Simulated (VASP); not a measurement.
# PbS: single point with PBEsol

The system is PbS, a slab with vacuum.

```
Pb S
1.0
     4.08970    0.00000    0.00000
    -2.04485    3.54178    0.00000
     0.00000    0.00000    9.57633
Pb S
2 2
Direct
  0.00000 0.00000 0.00000
  0.00000 0.00000 0.39558
  0.66667 0.33333 0.19779
  0.66667 0.33333 0.59336
```

```
Program             : VASP 6.6.1
Task                : single point
Functional          : PBEsol
Potentials or basis : VASP PAW PBE potentials, release 64 (Pb_d, S)
Cutoff              : 400 eV
k mesh              : 4 × 4 × 2
Occupations         : methfessel-paxton, width 0.1 eV
Spin                : no spin polarisation
```

| Property | Result |
| --- | --- |
| Largest force | 2.484 eV/Å |
| Band gap on the k mesh | 0.04 eV, indirect (least direct gap 0.47 eV) |

Forces in eV/Å, atoms in the order of the input:
```
Pb   0.000  0.000  0.927
Pb   0.000  0.000  2.484
S    0.000  0.000 -1.951
S    0.000  0.000 -1.460
```

Levels at points of the mesh, in eV from the valence-band top:
| k point | band 17 | band 18 | band 19 | band 20 | band 21 | band 22 | band 23 | band 24 |
| --- | --- | --- | --- | --- | --- | --- | --- | --- |
| (0.00, 0.00, 0.00) | -2.04 | -0.42 | 0.00 | 0.00 | 0.47 | 3.06 | 3.06 | 4.03 |
| (0.50, 0.00, 0.00) | -2.79 | -1.86 | -0.83 | -0.59 | 0.24 | 1.63 | 2.07 | 2.62 |
| (0.00, 0.00, 0.50) | -1.95 | -1.14 | 0.00 | 0.00 | 1.36 | 3.06 | 3.06 | 3.29 |
| (0.50, 0.00, 0.50) | -2.79 | -1.89 | -0.81 | -0.62 | 0.20 | 1.18 | 2.18 | 3.05 |

Run time: 35 s on 1 thread of Intel(R) Xeon(R) Platinum 8259CL CPU @ 2.50GHz (Skylake/Cascade Lake), with other jobs on the host, peak memory 0.2 GiB.

Caveat: the k points lie up to 0.44 Å⁻¹ apart; the PAW data sets were made with another functional, which shifts forces and pressure a little; spin-orbit coupling is left out, which moves the levels of the heavy elements.
